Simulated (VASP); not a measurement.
# CdS (Fm-3m) in VASP: settings compared, part 2 of 2

VASP 6.6.1. Earlier steps stand in the parts before.

### Step 4. Relaxation of cell and atoms, revPBE (21.29 Å³/atom)

This run uses another cell than the first one, of 21.29 Å³/atom.

Contents of POSCAR:

```
CdS
1.0
    0.0000000000      2.7714779354      2.7714779354
    2.7714779354      0.0000000000      2.7714779354
    2.7714779354      2.7714779354      0.0000000000
Cd S
1 1
Direct
    0.0000000000      0.0000000000      0.0000000000
    0.5000000000      0.5000000000      0.5000000000
```

Contents of INCAR.step1:

```
ALGO = Normal
EDIFF = 1E-7
EDIFFG = -0.002
EFERMI = MIDGAP
ENCUT = 720
GGA = RE
GGA_COMPAT = False
IBRION = 2
ISIF = 3
ISMEAR = 0
LASPH = True
LCHARG = False
LREAL = False
LWAVE = False
NELM = 120
NELMIN = 4
NSW = 80
POTIM = 0.5
PREC = Accurate
SIGMA = 0.03
```

Contents of INCAR.step4:

```
ALGO = Normal
EDIFF = 1E-7
EFERMI = MIDGAP
ENCUT = 720
GGA = RE
GGA_COMPAT = False
ISIF = 2
ISMEAR = 0
LASPH = True
LCHARG = False
LREAL = False
LWAVE = False
NELM = 120
PREC = Accurate
SIGMA = 0.03
```

Contents of KPOINTS:

```
Automatic mesh
0
Gamma
  9 9 9
  0 0 0
```

Potentials or basis: VASP PAW PBE potentials, release 64 (Cd, S).

Run with:

```
> cat potpaw_PBE.64/Cd/POTCAR potpaw_PBE.64/S/POTCAR > POTCAR
> cp INCAR.step1 INCAR
> cp POSCAR.step1 POSCAR
> mpirun -np 1 vasp_std > vasp.out
> cp CONTCAR POSCAR
> mpirun -np 1 vasp_std > vasp.out
> cp CONTCAR POSCAR
> mpirun -np 1 vasp_std > vasp.out
> cp CONTCAR POSCAR
> cp INCAR.step4 INCAR
> mpirun -np 1 vasp_std > vasp.out
```

OUTCAR:

```text
EDIFF = 1E-7
   EFERMI = MIDGAP
   ENCUT = 720
   GGA = RE
   ISIF = 2
   ISMEAR = 0
   LASPH = True
   LREAL = False
   NELM = 120
   PREC = Accurate

 ion  position               nearest neighbor table
   1  0.000  0.000  0.000-   2 2.78   2 2.78   2 2.78   2 2.78   2 2.78   2 2.78
   2  0.500  0.500  0.500-   1 2.78   1 2.78   1 2.78   1 2.78   1 2.78   1 2.78

  LATTYP: Found a face centered cubic cell.
 ALAT       =     5.5537007901

  Lattice vectors:

 A1 = (   0.0000000000,   2.7768503950,   2.7768503950)
 A2 = (   2.7768503950,   0.0000000000,   2.7768503950)
 A3 = (   2.7768503950,   2.7768503950,   0.0000000000)

Analysis of symmetry for initial positions (statically):
=====================================================================
 Subroutine PRICEL returns:
 Original cell was already a primitive cell.

 Routine SETGRP: Setting up the symmetry group for a
 face centered cubic supercell.

 Subroutine GETGRP returns: Found 48 space group operations
 (whereof 48 operations were pure point group operations)
 out of a pool of 48 trial point group operations.

The static configuration has the point symmetry O_h .
[... 180 lines left out ...]
      5      -4.9828      2.00000
      6      -4.9828      2.00000
      7       1.9044      2.00000
      8       1.9044      2.00000
      9       1.9044      2.00000
     10       3.3707      0.00000
     11      11.7849      0.00000
     12      11.7849      0.00000
     13      11.7849      0.00000
[... 354 lines left out ...]
  band No.  band energies     occupation
      1      -9.1290      2.00000
      2      -5.1138      2.00000
      3      -4.8903      2.00000
      4      -4.7597      2.00000
      5      -4.7597      2.00000
      6      -4.2793      2.00000
      7      -1.2164      2.00000
      8       0.6501      2.00000
      9       0.6501      2.00000
     10       3.0410      0.00000
     11       8.7490      0.00000
     12      11.9599      0.00000
     13      13.3696      0.00000

 [... further k-points ...]

------------------------ aborting loop because EDIFF is reached ----------------------------------------

  FORCE on cell =-STRESS in cart. coord.  units (eV):
  Direction    XX          YY          ZZ          XY          YZ          ZX
  --------------------------------------------------------------------------------------
  -------------------------------------------------------------------------------------
  Total        0.0017426      0.0017426      0.0017426      0.0000000      0.0000000      0.0000000
  in kB        0.0651970      0.0651970      0.0651970      0.0000000      0.0000000      0.0000000
  external PRESSURE =       0.0651970 kB  Pullay stress =       0.0000000 kB

 VOLUME and BASIS-vectors are now :
 -----------------------------------------------------------------------------
  energy-cutoff  :      720.00
  volume of cell :       42.82
      direct lattice vectors                 reciprocal lattice vectors
     0.000000000  2.776850395  2.776850395    -0.180060114  0.180060114  0.180060114
     2.776850395  0.000000000  2.776850395     0.180060114 -0.180060114  0.180060114
     2.776850395  2.776850395  0.000000000     0.180060114  0.180060114 -0.180060114

 POSITION                                       TOTAL-FORCE (eV/Angst)
 -----------------------------------------------------------------------------------
      0.00000      0.00000      0.00000         0.000000      0.000000      0.000000
      2.77685      2.77685      2.77685        -0.000000     -0.000000     -0.000000
 -----------------------------------------------------------------------------------
    total drift:                                0.000000      0.000000      0.000000

  FREE ENERGIE OF THE ION-ELECTRON SYSTEM (eV)
  ---------------------------------------------------
  free  energy   TOTEN  =        -5.2603639323 eV

  energy  without entropy=       -5.2603639323  energy(sigma->0) =       -5.26036393
```

OUTCAR.step1:

```text
EDIFF = 1E-7
   EDIFFG = -0.002
   EFERMI = MIDGAP
   ENCUT = 720
   GGA = RE
   IBRION = 2
   ISIF = 3
   ISMEAR = 0
[... 682 lines left out ...]
  -------------------------------------------------------------------------------------
  Total        0.0012185      0.0012185      0.0012185      0.0000000      0.0000000     -0.0000000
  in kB        0.0455885      0.0455885      0.0455885      0.0000000      0.0000000     -0.0000000
  external PRESSURE =       0.0455885 kB  Pullay stress =       0.0000000 kB
[... 17 lines left out ...]
  FREE ENERGIE OF THE ION-ELECTRON SYSTEM (eV)
  ---------------------------------------------------
  free  energy   TOTEN  =        -5.2603402568 eV

  energy  without entropy=       -5.2603402568  energy(sigma->0) =       -5.26034026

 reached required accuracy - stopping structural energy minimisation
```

OUTCAR.step2:

```text
EDIFF = 1E-7
   EDIFFG = -0.002
   EFERMI = MIDGAP
   ENCUT = 720
   GGA = RE
   IBRION = 2
   ISIF = 3
[... 617 lines left out ...]
      0.00000      0.00000      0.00000         0.000000      0.000000      0.000000
      2.77685      2.77685      2.77685        -0.000000     -0.000000     -0.000000
 -----------------------------------------------------------------------------------
    total drift:                                0.000000      0.000000      0.000000

  FREE ENERGIE OF THE ION-ELECTRON SYSTEM (eV)
  ---------------------------------------------------
  free  energy   TOTEN  =        -5.2603639323 eV

  energy  without entropy=       -5.2603639323  energy(sigma->0) =       -5.26036393

 reached required accuracy - stopping structural energy minimisation
```

Run time: 1.9 min. Hardware: 1 thread of Intel Xeon Platinum 8124M at 3.00GHz (Skylake/Cascade Lake), shared host; peak memory 0.22 GiB.

What came out:

* Free energy: -5.2604 eV
* Relaxed volume: 21.41 Å³/atom
* Relaxed cell: a = 3.927 Å, b = 3.927 Å, c = 3.927 Å, α = 60.00°, β = 60.00°, γ = 60.00°
* Space group after relaxing (to 0.1 Å): Fm-3m (No. 225)
* Energy gained by relaxing: 0.2 meV/atom
* Ionic steps: 5
* Pressure after relaxing: 0.0 GPa
* Band gap on the k mesh: 0.50 eV (least direct gap 1.47 eV)

The path:
| step | energy change (eV) | largest force (eV/Å) | pressure (GPa) | volume (Å³) |
| --- | --- | --- | --- | --- |
| 1 | 0.0000 | 0.0000 | 0.39 | 42.58 |
| 2 | -0.0003 | 0.0000 | -0.11 | 42.90 |
| 3 | -0.0003 | 0.0000 | 0.00 | 42.82 |
| 4 | -0.0003 | 0.0000 | 0.01 | 42.82 |
| 5 | -0.0003 | 0.0000 | 0.01 | 42.82 |

Final structure:
```
Cd S
1.0
     0.00000    2.77685    2.77685
     2.77685    0.00000    2.77685
     2.77685    2.77685    0.00000
Cd S
1 1
Direct
  0.00000 0.00000 0.00000
  0.50000 0.50000 0.50000
```

Levels at points of the mesh, in eV from the valence-band top:
```csv
k point,band 6,band 7,band 8,band 9,band 10,band 11,band 12,band 13
"(0.00, 0.00, 0.00)",-7.53,-0.64,-0.64,-0.64,0.82,9.24,9.24,9.24
```

Caveat: the PAW data sets were made with another functional, which shifts forces and pressure a little; an odd mesh through Γ misses points on the zone boundary, where band edges can lie.

### Step 5. Single point, PBE-based screened hybrid with 25 % exact exchange

This run uses another cell than the first one, of 20.43 Å³/atom.

Contents of POSCAR:

```
CdS
1.0
    0.0000000000      2.7338477984      2.7338477984
    2.7338477984      0.0000000000      2.7338477984
    2.7338477984      2.7338477984      0.0000000000
Cd S
1 1
Direct
    0.0000000000      0.0000000000      0.0000000000
    0.5000000000      0.5000000000      0.5000000000
```

Contents of INCAR.step1:

```
ALGO     = Normal         # electronic algorithm
EDIFF    = 1E-5           # SCF threshold, eV
ENCUT    = 520            # plane-wave cutoff, eV
GGA      = PE             # functional
ISIF     = 2              # what is computed and relaxed
ISMEAR   = -1             # smearing method
LASPH    = True           # aspherical terms in the spheres
LCHARG   = False          # write CHGCAR
LREAL    = False          # projectors in reciprocal space
LWAVE    = True           # write WAVECAR
NBANDS   = 16             # bands
NELM     = 60             # most SCF steps
PREC     = Accurate       # precision mode
SIGMA    = 0.05           # smearing width, eV
```

Contents of INCAR.step2:

```
AEXX     = 0.25           # exact-exchange fraction
ALGO     = Normal         # electronic algorithm
EDIFF    = 1E-6           # SCF threshold, eV
ENCUT    = 520            # plane-wave cutoff, eV
GGA      = PE             # functional
HFSCREEN = 0.3            # screening, 1/A
ISIF     = 2              # what is computed and relaxed
ISMEAR   = -1             # smearing method
ISTART   = 1            
LASPH    = True           # aspherical terms in the spheres
LCHARG   = False          # write CHGCAR
LHFCALC  = True           # exact exchange
LREAL    = False          # projectors in reciprocal space
LWAVE    = False          # write WAVECAR
NBANDS   = 16             # bands
NELM     = 60             # most SCF steps
PREC     = Accurate       # precision mode
PRECFOCK = Normal       
SIGMA    = 0.05           # smearing width, eV
```

Contents of KPOINTS:

```
k-points
0
Gamma
  4 4 4
```

Potentials or basis: VASP PAW PBE potentials, release 64 (Cd, S).

Run with:

```
> cat potpaw_PBE.64/Cd/POTCAR potpaw_PBE.64/S/POTCAR > POTCAR
> cp INCAR.step1 INCAR
> mpirun -np 1 vasp_std > vasp.out
> cp INCAR.step2 INCAR
> mpirun -np 1 vasp_std > vasp.out
```

OUTCAR:

```text
AEXX = 0.25
   EDIFF = 1E-6
   ENCUT = 520
   GGA = PE
   HFSCREEN = 0.3
   ISIF = 2
   ISMEAR = -1
   ISTART = 1
   LASPH = True
   LHFCALC = True
   LREAL = False
   NELM = 60
   PREC = Accurate
   PRECFOCK = Normal

 ion  position               nearest neighbor table
   1  0.000  0.000  0.000-   2 2.73   2 2.73   2 2.73   2 2.73   2 2.73   2 2.73
   2  0.500  0.500  0.500-   1 2.73   1 2.73   1 2.73   1 2.73   1 2.73   1 2.73

[... 331 lines left out ...]
     16      18.3708      0.00000

------------------------ aborting loop because EDIFF is reached ----------------------------------------

  FORCE on cell =-STRESS in cart. coord.  units (eV):
  Direction    XX          YY          ZZ          XY          YZ          ZX
  --------------------------------------------------------------------------------------
  -------------------------------------------------------------------------------------
  Total        0.0861798      0.0861798      0.0861798     -0.0000000     -0.0000000      0.0000000
  in kB        3.3788043      3.3788043      3.3788043     -0.0000000     -0.0000000      0.0000000
  external PRESSURE =       3.3788043 kB  Pullay stress =       0.0000000 kB

 VOLUME and BASIS-vectors are now :
 -----------------------------------------------------------------------------
  energy-cutoff  :      520.00
  volume of cell :       40.87
      direct lattice vectors                 reciprocal lattice vectors
     0.000000000  2.733847798  2.733847798    -0.182892405  0.182892405  0.182892405
     2.733847798  0.000000000  2.733847798     0.182892405 -0.182892405  0.182892405
     2.733847798  2.733847798  0.000000000     0.182892405  0.182892405 -0.182892405

 POSITION                                       TOTAL-FORCE (eV/Angst)
 -----------------------------------------------------------------------------------
      0.00000      0.00000      0.00000        -0.000000      0.000000     -0.000000
      2.73385      2.73385      2.73385         0.000000     -0.000000      0.000000
 -----------------------------------------------------------------------------------
    total drift:                               -0.000000     -0.000000     -0.000000

  FREE ENERGIE OF THE ION-ELECTRON SYSTEM (eV)
  ---------------------------------------------------
  free  energy   TOTEN  =        -7.0678765954 eV

  energy  without entropy=       -7.0678701561  energy(sigma->0) =       -7.06787338
```

OUTCAR.step1:

```text
EDIFF = 1E-5
   ENCUT = 520
   GGA = PE
   ISIF = 2
   ISMEAR = -1
[... 354 lines left out ...]
 -----------------------------------------------------------------------------------
      0.00000      0.00000      0.00000         0.000000     -0.000000     -0.000000
      2.73385      2.73385      2.73385        -0.000000      0.000000      0.000000
 -----------------------------------------------------------------------------------
    total drift:                               -0.000000      0.000000      0.000000

  FREE ENERGIE OF THE ION-ELECTRON SYSTEM (eV)
  ---------------------------------------------------
  free  energy   TOTEN  =        -5.7951163519 eV

  energy  without entropy=       -5.7898806540  energy(sigma->0) =       -5.79249850
```

OSZICAR.step1:

```text
N       E                     dE             d eps       ncg     rms          rms(c)
DAV:   1     0.986339160022E+02    0.98634E+02   -0.94826E+03   272   0.105E+03
DAV:   2    -0.296821429525E+01   -0.10160E+03   -0.94318E+02   336   0.249E+02
DAV:   3    -0.638967915277E+01   -0.34215E+01   -0.34176E+01   304   0.468E+01
DAV:   4    -0.640667304839E+01   -0.16994E-01   -0.16991E-01   352   0.325E+00
DAV:   5    -0.640682883093E+01   -0.15578E-03   -0.15578E-03   296   0.299E-01    0.748E+00
DAV:   6    -0.582439633445E+01    0.58243E+00   -0.85830E-01   336   0.116E+01    0.633E+00
DAV:   7    -0.579593252394E+01    0.28464E-01   -0.18764E-01   296   0.310E+00    0.325E+00
DAV:   8    -0.579557480366E+01    0.35772E-03   -0.22467E-02   280   0.187E+00    0.365E-01
DAV:   9    -0.579510296668E+01    0.47184E-03   -0.32972E-03   312   0.778E-01    0.744E-02
DAV:  10    -0.579508789115E+01    0.15076E-04   -0.41705E-04   296   0.213E-01    0.501E-02
DAV:  11    -0.579511558330E+01   -0.27692E-04   -0.52786E-05   336   0.611E-02    0.432E-02
DAV:  12    -0.579511635191E+01   -0.76861E-06   -0.27138E-05   296   0.345E-02
   1 F= -.57951164E+01 E0= -.57924985E+01  d E =-.523570E-02
```

It took 14 min on 1 thread of AMD EPYC 7R43 (Zen 3), shared host; peak memory 0.23 GiB.

What came out:

```
Free energy            : -7.0679 eV
Pressure               : 0.3 GPa
Band gap on the k mesh : 1.02 eV (least direct gap 2.50 eV)
```

Caveat: the k points lie up to 0.50 Å⁻¹ apart; the PAW data sets were made with another functional, which shifts forces and pressure a little.

### Step 6. Overview

| task | level | cell | k mesh | cutoff (eV) | smearing | dipole correction | tolerance level | purpose | passes | grid for exact exchange (PRECFOCK) | gap on the mesh (eV) | pressure (GPa) |
| --- | --- | --- | --- | --- | --- | --- | --- | --- | --- | --- | --- | --- |
| single point | pbe exchange, pbesol correlation | a = 3.894 Å, angles 60.0°, 2 atoms | 8 × 8 × 8 | 500 | methfessel-paxton 0.025 eV | no | - | - | - | - | 0.21 | 0.7 |
| single point | PBE | a = 3.945 Å, angles 60.0°, 2 atoms | 8 × 8 × 8 | 500 | fermi-dirac 0.05 eV | no | - | - | - | - | 0.25 | -2.7 |
| relaxation of cell and atoms | revPBE | relaxed from a = 3.919 Å, angles 60.0°, 2 atoms | 9 × 9 × 9 | 720 | gaussian 0.03 eV | - | standard | cell | 3 | - | 0.50 | 0.0 |
| single point | PBE-based screened hybrid with 25 % exact exchange | a = 3.866 Å, angles 60.0°, 2 atoms | 4 × 4 × 4 | 520 | fermi-dirac 0.05 eV | no | - | - | - | Normal | 1.02 | 0.3 |

Alike in all rows: potentials or basis VASP PAW PBE potentials, release 64 (Cd, S); no spin polarisation.

Caveats: some runs use coarse meshes; the PAW data sets were made with another functional, which shifts forces and pressure a little (at least some runs); an odd mesh through Γ misses points on the zone boundary, where band edges can lie (at least some runs).

Absolute energies hang on the potentials; compare differences alone.
